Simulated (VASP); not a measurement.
# SiC (P6_3mc) in VASP: a series of runs

Runs on SiC. Level: r2SCAN. Tasks: relaxation of the atoms, single point.

All numbers are computed with VASP 6.6.1; they aren't measurements. Logs are shortened: lines on timing, memory, paths and dates and some standing lists are left out, and cuts for length are marked.

## Step 1: The cell of the first run

Symmetry: P6_3mc, No. 186, hexagonal system. The conventional cell has a = 3.075 Å, b = 3.075 Å, c = 4.745 Å, α = 90.00°, β = 90.00°, γ = 120.00°. Within 2.4 Å of Si (site symmetry 3m) lie 4 C at 1.81 to 1.86 Å. Within 2.4 Å of C (site symmetry 3m) lie 4 Si at 1.81 to 1.86 Å.

## Step 2: Relaxation of the atoms, r2SCAN (strain along c alone, the other axes held: -6.0 %)

POSCAR

```
SiC
1.0
    3.0752975751      0.0000000000      0.0000000000
   -1.5376487876      2.6632858243      0.0000000000
    0.0000000000      0.0000000000      4.7454405405
Si C
2 2
Direct
    0.3333333333      0.6666666667      0.4970255527
    0.6666666667      0.3333333333      0.9970255527
    0.3333333333      0.6666666667      0.8779744473
    0.6666666667      0.3333333333      0.3779744473
```

INCAR.step1

```
PREC = Accurate
ENCUT = 520
ISMEAR = 0
SIGMA = 0.02
LREAL = False
LASPH = True
NELM = 60
GGA = PE
ALGO = Normal
EDIFF = 1E-4
LWAVE = True
LCHARG = False
```

INCAR.step2

```
PREC = Accurate
ENCUT = 520
EDIFF = 1E-6
ISMEAR = 0
SIGMA = 0.02
LREAL = False
LASPH = True
NELM = 60
ALGO = Normal
ISIF = 2
LWAVE = False
LCHARG = False
METAGGA = R2SCAN
LMIXTAU = True
IBRION = 2
NSW = 60
EDIFFG = -0.008
ISTART = 1
```

KPOINTS

```
regular mesh
0
Gamma
  12 12 6
```

Potentials or basis: VASP PAW PBE potentials, release 64 (Si, C).

Launch:

```
$ cat potpaw_PBE.64/Si/POTCAR potpaw_PBE.64/C/POTCAR > POTCAR
$ cp INCAR.step1 INCAR
$ mpirun -np 1 vasp_std > vasp.out
$ cp INCAR.step2 INCAR
$ mpirun -np 1 vasp_std > vasp.out
```

OUTCAR:

```text
PREC = Accurate
   ENCUT = 520
   EDIFF = 1E-6
   ISMEAR = 0
   LREAL = False
   LASPH = True
   NELM = 60
   ISIF = 2
   METAGGA = R2SCAN
   IBRION = 2
   NSW = 60
   EDIFFG = -0.008
   ISTART = 1

 ion  position               nearest neighbor table
   1  0.333  0.667  0.497-   3 1.81   4 1.86   4 1.86   4 1.86   2 2.96   2 2.96   2 2.96   2 2.96
                             2 2.96   2 2.96
   2  0.667  0.333  0.997-   4 1.81   3 1.86   3 1.86   3 1.86   1 2.96   1 2.96   1 2.96   1 2.96
                             1 2.96   1 2.96
   3  0.333  0.667  0.878-   1 1.81   2 1.86   2 1.86   2 1.86
   4  0.667  0.333  0.378-   2 1.81   1 1.86   1 1.86   1 1.86

  LATTYP: Found a hexagonal cell.
 ALAT       =     3.0752975751
 C/A-ratio  =     1.5430833682

  Lattice vectors:

 A1 = (   3.0752975751,   0.0000000000,   0.0000000000)
 A2 = (  -1.5376487876,   2.6632858243,   0.0000000000)
 A3 = (   0.0000000000,   0.0000000000,   4.7454405405)

Analysis of symmetry for initial positions (statically):
=====================================================================
 Subroutine PRICEL returns:
 Original cell was already a primitive cell.

 Routine SETGRP: Setting up the symmetry group for a
 hexagonal supercell.

 Subroutine GETGRP returns: Found 12 space group operations
 (whereof  6 operations were pure point group operations)
 out of a pool of 24 trial point group operations.

The static configuration has the point symmetry C_3v.
 The point group associated with its full space group is C_6v.

Analysis of symmetry for dynamics (positions and initial velocities):
=====================================================================
 Subroutine PRICEL returns:
 Original cell was already a primitive cell.

 Routine SETGRP: Setting up the symmetry group for a
 hexagonal supercell.

 Subroutine GETGRP returns: Found 12 space group operations
 (whereof  6 operations were pure point group operations)
 out of a pool of 24 trial point group operations.

The dynamic configuration has the point symmetry C_3v.
 The point group associated with its full space group is C_6v.

 Subroutine INISYM returns: Found 12 space group operations
 (whereof  6 operations are pure point group operations),
 and found     1 'primitive' translations

----------------------------------------------------------------------------------------

                                     Primitive cell

  volume of cell :      38.8670

  direct lattice vectors                    reciprocal lattice vectors
     3.075297575  0.000000000  0.000000000     0.325171784  0.187738017  0.000000000
    -1.537648788  2.663285824  0.000000000     0.000000000  0.375476034  0.000000000
     0.000000000  0.000000000  4.745440540     0.000000000  0.000000000  0.210728591

  length of vectors
     3.075297575  3.075297575  4.745440540     0.375476034  0.375476034  0.210728591

  position of ions in fractional coordinates (direct lattice)
     0.333333333  0.666666667  0.497025553
     0.666666667  0.333333333  0.997025553
     0.333333333  0.666666667  0.877974447
     0.666666667  0.333333333  0.377974447

  ion indices of the primitive-cell ions
   primitive index   ion index
                 1           1
                 2           2
                 3           3
                 4           4

----------------------------------------------------------------------------------------

 KPOINTS: regular mesh

Automatic generation of k-mesh.
 Grid dimensions read from file:
 generate k-points for:   12   12    6

 Generating k-lattice:

  Cartesian coordinates                     Fractional coordinates (reciprocal lattice)
     0.027097649  0.015644835  0.000000000     0.083333333  0.000000000  0.000000000
     0.000000000  0.031289670  0.000000000     0.000000000  0.083333333  0.000000000
     0.000000000  0.000000000  0.035121432     0.000000000  0.000000000  0.166666667

  Length of vectors
     0.031289670  0.031289670  0.035121432

  Shift w.r.t. Gamma in fractional coordinates (k-lattice)
     0.000000000  0.000000000  0.000000000

 Subroutine IBZKPT returns following result:
 ===========================================

 Found     76 irreducible k-points:

 Following reciprocal coordinates:
            Coordinates               Weight
  0.000000  0.000000  0.000000      1.000000
  0.083333 -0.000000  0.000000      6.000000
  0.166667  0.000000  0.000000      6.000000
  0.250000  0.000000  0.000000      6.000000
  0.333333 -0.000000  0.000000      6.000000
  0.416667  0.000000  0.000000      6.000000
[... 16 lines left out ...]
  0.250000  0.000000  0.166667     12.000000
  0.333333 -0.000000  0.166667     12.000000
 [... further k-points ...]
   k-points           NKPTS =     76   k-points in BZ     NKDIM =     76   number of bands    NBANDS=     12
   number of dos      NEDOS =    301   number of ions     NIONS =      4
   total plane-waves  NPLWV =  20736
   dimension x,y,z NGX =    24 NGY =   24 NGZ =   36
   dimension x,y,z NGXF=    48 NGYF=   48 NGZF=   72
   ions per type =               2   2
   NGX,Y,Z   is equivalent  to a cutoff of  12.97, 12.97, 12.61 a.u.
   NGXF,Y,Z  is equivalent  to a cutoff of  25.95, 25.95, 25.22 a.u.
 SYSTEM =  unknown system
   PREC   = accura    normal or accurate (medium, high low for compatibility)
   ISTART =      1    job   : 0-new  1-cont  2-samecut
   ICHARG =      0    charge: 1-file 2-atom 10-const
   ISPIN  =      1    spin polarized calculation?
   LNONCOLLINEAR =      F non collinear calculations
   LSORBIT =      F    spin-orbit coupling
   LASPH  =      T    aspherical Exc in radial PAW
   ENCUT  =  520.0 eV  38.22 Ry    6.18 a.u.   5.72  5.72  8.82*2*pi/ulx,y,z
   NELM   =     60;   NELMIN=  2; NELMDL=  0     # of ELM steps
   EDIFF  = 0.1E-05   stopping-criterion for ELM
   LREAL  =      F    real-space projection
   EDIFFG = -.8E-02   stopping-criterion for IOM
   NSW    =     60    number of steps for IOM
   IBRION =      2    ionic relax: 0-MD 1-quasi-New 2-CG
   NFREE  =      1    steps in history (QN), initial steepest desc. (CG)
   ISIF   =      2    stress and relaxation
   ISYM   =      2    0-nonsym 1-usesym 2-fastsym
   POTIM  = 0.5000    time-step for ionic-motion
   TEBEG  =    0.0;   TEEND  =   0.0 temperature during run
   PSTRESS=    0.0 pullay stress
   NELECT =      16.0000    total number of electrons
   NUPDOWN=      -1.0000    fix difference up-down
   EMIN   =  10.00;   EMAX   =-10.00  energy-range for DOS
   EFERMI =   0.00;   METHOD = LEGACY
   ISMEAR =     0;   SIGMA  =   0.02  broadening in eV -4-tet -1-fermi 0-gaus
   EFERMI_NEDOS =   21; number of points for ismear=-14 and -15
   IALGO  =     38    algorithm
   IMIX   =      4    mixing-type and parameters
     AMIX     =   0.40;   BMIX     =  1.00
     AMIX_MAG =   1.60;   BMIX_MAG =  1.00
  volume/ion in A,a.u.               =       9.72        65.57
  Fermi-wavevector in a.u.,A,eV,Ry     =   1.217833  2.301370 20.179029  1.483117
  Thomas-Fermi vector in A             =   2.353140
   LORBIT       =      0    0 simple, 1 ext, 2 COOP (PROOUT), +10 PAW based schemes
   METAGGA = R2SCAN    functional components
   LHFCALC =     F    Hartree Fock is set to
   AEXX    =    0.0000 exact exchange contribution
   IVDW    =     0    specifies the selected vdW correction
   LEPSILON=     F    determine dielectric tensor
   LRPA    =     F    only Hartree local field effects (RPA)
 conjugate gradient relaxation of ions
 non-spin polarized calculation
 Gauss-broadening in eV      SIGMA  =   0.02
  energy-cutoff  :      520.00
  volume of cell :       38.87
 maximum number of plane-waves:      1085
 NGX is ok and might be reduce to    24
   NGX = 11   NGY = 11   NGZ = 17

--------------------------------------- Ionic step        1  -------------------------------------------

 number of electron      16.0000000 magnetization

 Free energy of the ion-electron system (eV)
  ---------------------------------------------------
  ext. energy  EPLUGINS =         0.00000000
  ---------------------------------------------------
  free energy    TOTEN  =       -38.34537672 eV

  energy without entropy =      -38.34537672  energy(sigma->0) =      -38.34537672

------------------------ aborting loop because EDIFF is reached ----------------------------------------

  FORCE on cell =-STRESS in cart. coord.  units (eV):
  Direction    XX          YY          ZZ          XY          YZ          ZX
  --------------------------------------------------------------------------------------
  -------------------------------------------------------------------------------------
  Total        0.7940186      0.7940186      9.9494708     -0.0000000      0.0000000      0.0000000
  in kB       32.7310387     32.7310387    410.1371459     -0.0000000      0.0000000      0.0000000
  external PRESSURE =     158.5330744 kB  Pullay stress =       0.0000000 kB
[... 61 lines left out ...]
  energy  without entropy=      -38.3424383916  energy(sigma->0) =      -38.34243839

--------------------------------------- Ionic step        3  -------------------------------------------

 number of electron      16.0000000 magnetization

 Free energy of the ion-electron system (eV)
  ---------------------------------------------------
  ext. energy  EPLUGINS =         0.00000000
  ---------------------------------------------------
  free energy    TOTEN  =       -38.35244061 eV

  energy without entropy =      -38.35244061  energy(sigma->0) =      -38.35244061

 E-fermi :   9.3629     XC(G=0): -12.2054

 val. band max:        9.2503402401   @ k =   0.0000   0.0000   0.0000
 cond. band min:      11.6859218337   @ k =   0.5000   0.0000   0.0000
 fundamental gap:      2.4355815936
 Fermi energy:         9.3629228481

 k-point     1 :       0.0000    0.0000    0.0000
  band No.  band energies     occupation
      1      -8.0117      2.00000
      2      -3.6426      2.00000
      3      -0.2279      2.00000
      4       6.9596      2.00000
      5       6.9596      2.00000
      6       8.6985      2.00000
      7       8.6985      2.00000
      8       9.2503      2.00000
      9      13.7460      0.00000
     10      15.9062      0.00000
     11      15.9062      0.00000
     12      16.7016      0.00000
[... 331 lines left out ...]
 k-point    24 :       0.3333   -0.0000    0.1667
  band No.  band energies     occupation
      1      -5.9478      2.00000
      2      -2.9220      2.00000
      3       0.9785      2.00000
      4       2.9663      2.00000
      5       3.8466      2.00000
      6       5.3696      2.00000
      7       7.3948      2.00000
      8       7.6242      2.00000
      9      12.4797      0.00000
     10      14.2748      0.00000
     11      17.0177      0.00000
     12      17.5385      0.00000

 [... further k-points ...]
[... 5 lines left out ...]
  --------------------------------------------------------------------------------------
  -------------------------------------------------------------------------------------
  Total        1.0046061      1.0046061      9.2099216     -0.0000000      0.0000000     -0.0000000
  in kB       41.4118790     41.4118790    379.6514428     -0.0000000      0.0000000     -0.0000000
  external PRESSURE =     154.1584002 kB  Pullay stress =       0.0000000 kB
[... 19 lines left out ...]
  FREE ENERGIE OF THE ION-ELECTRON SYSTEM (eV)
  ---------------------------------------------------
  free  energy   TOTEN  =       -38.3524406144 eV

  energy  without entropy=      -38.3524406144  energy(sigma->0) =      -38.35244061

 reached required accuracy - stopping structural energy minimisation
```

Wall time 5.2 min (1 thread of Intel Xeon 8259CL, shared host); peak memory 0.18 GiB.

Results:

```yaml
Free_energy: -38.3524 eV
Energy_gained_by_relaxing: 1.8 meV/atom
Ionic_steps: 3
Pressure_after_relaxing: 15.4 GPa
Band_gap_on_the_k_mesh: 2.44 eV (least direct gap 4.08 eV)
```

Stress tensor (GPa, compression positive):
```
 4.14  0.00  0.00
 0.00  4.14  0.00
 0.00  0.00 37.97
```

Step by step:
```tsv
step	energy change (eV)	largest force (eV/Å)	pressure (GPa)
1	0.0000	0.4074	15.85
2	0.0029	0.4523	14.99
3	-0.0071	0.0009	15.42
```

Final structure:
```
Si C
1.0
     3.07530    0.00000    0.00000
    -1.53765    2.66329    0.00000
     0.00000    0.00000    4.74544
Si C
2 2
Direct
  0.33333 0.66667 0.49517
  0.66667 0.33333 0.99517
  0.33333 0.66667 0.87983
  0.66667 0.33333 0.37983
```

Caveat: the cell differs from its parent crystal (strain along c alone, the other axes held: -6.0 %); the PAW data sets were made with another functional, which shifts forces and pressure a little.

(Part 1 of 3 ends here.)
